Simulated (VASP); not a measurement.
# ScRu3: single point with PBE

ScRu3:

```xyz
4
Lattice="5.1068 0.0000 0.0000 -2.5534 4.4226 0.0000 0.0000 0.0000 2.8449" Properties=species:S:1:pos:R:3 pbc="T T T"
Sc    0.0000    0.0000    1.4225
Ru    2.5534    0.0000    0.0000
Ru   -1.2767    2.2113    0.0000
Ru    1.2767    2.2113    0.0000
```

The cell was generated, and may not be a known phase.

```json
{
 "Program": "VASP 6.6.1",
 "Task": "single point",
 "Functional": "PBE",
 "Potentials or basis": "VASP PAW PBE potentials, release 64 (Sc_sv, Ru_pv)",
 "Cutoff": "500 eV",
 "k mesh": "6 × 6 × 6",
 "Occupations": "gaussian, width 0.1 eV",
 "Spin": "collinear spin, ferromagnetic start",
 "Starting moments": "[1.0, 1.0, 1.0, 1.0] μB",
 "Dipole correction": "no",
 "Further INCAR settings": "ALGO = Normal; EDIFF = 1e-06; NBANDS = 38"
}
```

```yaml
Pressure: 0.3 GPa
Net_moment: 0.00 μB per cell
Valence_electrons_inside_the_program's_atomic_spheres: Sc 9.58; Ru 12.63
```

Stress tensor (GPa, compression positive):
```
0.25 0.00 0.00
0.00 0.25 0.00
0.00 0.00 0.41
```

Levels at points of the mesh, in eV from the Fermi level:
Spin up:
| k point | band 22 | band 23 | band 24 | band 25 | band 26 | band 27 | band 28 | band 29 | band 30 | band 31 |
| --- | --- | --- | --- | --- | --- | --- | --- | --- | --- | --- |
| (0.00, 0.00, 0.00) | -1.57 | -1.57 | -0.50 | -0.50 | 0.71 | 0.96 | 1.07 | 1.07 | 1.43 | 1.73 |
| (0.50, 0.00, 0.00) | -2.22 | -2.20 | -1.72 | -0.75 | -0.74 | -0.56 | -0.19 | -0.06 | 0.09 | 0.83 |
| (0.00, 0.00, 0.50) | -0.70 | -0.19 | -0.19 | 0.01 | 0.01 | 0.14 | 0.14 | 1.55 | 1.55 | 2.23 |
| (0.50, 0.00, 0.50) | -2.08 | -2.04 | -1.71 | -1.43 | -0.20 | 0.11 | 1.94 | 2.07 | 2.24 | 2.54 |
Spin down:
```tsv
k point	band 22	band 23	band 24	band 25	band 26	band 27	band 28	band 29	band 30	band 31
(0.00, 0.00, 0.00)	-1.57	-1.57	-0.50	-0.50	0.71	0.96	1.07	1.07	1.43	1.73
(0.50, 0.00, 0.00)	-2.22	-2.20	-1.72	-0.75	-0.74	-0.56	-0.19	-0.06	0.09	0.83
(0.00, 0.00, 0.50)	-0.70	-0.19	-0.19	0.01	0.01	0.14	0.14	1.55	1.55	2.23
(0.50, 0.00, 0.50)	-2.08	-2.04	-1.71	-1.43	-0.20	0.11	1.94	2.07	2.24	2.54
```

It took 4.5 min on 1 thread of Intel Xeon 8259CL, on a shared host, peak memory 0.27 GiB.

Caveat: the k points lie up to 0.37 Å⁻¹ apart.
